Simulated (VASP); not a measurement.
Crystal: NbTe.

```
CELL_PARAMETERS angstrom
3.70297 0.00000 0.00000
-1.85149 3.20687 0.00000
0.00000 0.00000 3.69421
ATOMIC_POSITIONS crystal
Te 0.66667 0.33333 0.00000
Nb 0.00000 0.00000 0.50000
```

Base run:

```yaml
Program: VASP 6.6.1
Functional: RPBE
Potentials_or_basis: VASP PAW PBE potentials, release 64 (Te, Nb_sv)
Cutoff: 520 eV
k_mesh: 8 × 8 × 7
Occupations: fermi-dirac, width 0.05 eV
Spin: no spin polarisation
```

Its results: band gap on the k mesh zero (an odd number of electrons rules out a gap without spin polarisation); pressure 1.2 GPa.

The run is repeated on the same cell with these changes: functional from RPBE to PBEsol. What comes out?

Band gap on the k mesh zero (an odd number of electrons rules out a gap without spin polarisation); pressure -5.3 GPa.

PBEsol binds more tightly than RPBE, so the same cell stands under less pressure.

Caveats: the PAW data sets were made with another functional, which shifts forces and pressure a little; spin-orbit coupling is left out, which moves the levels of the heavy elements; the cell stands under tension (at least some runs).
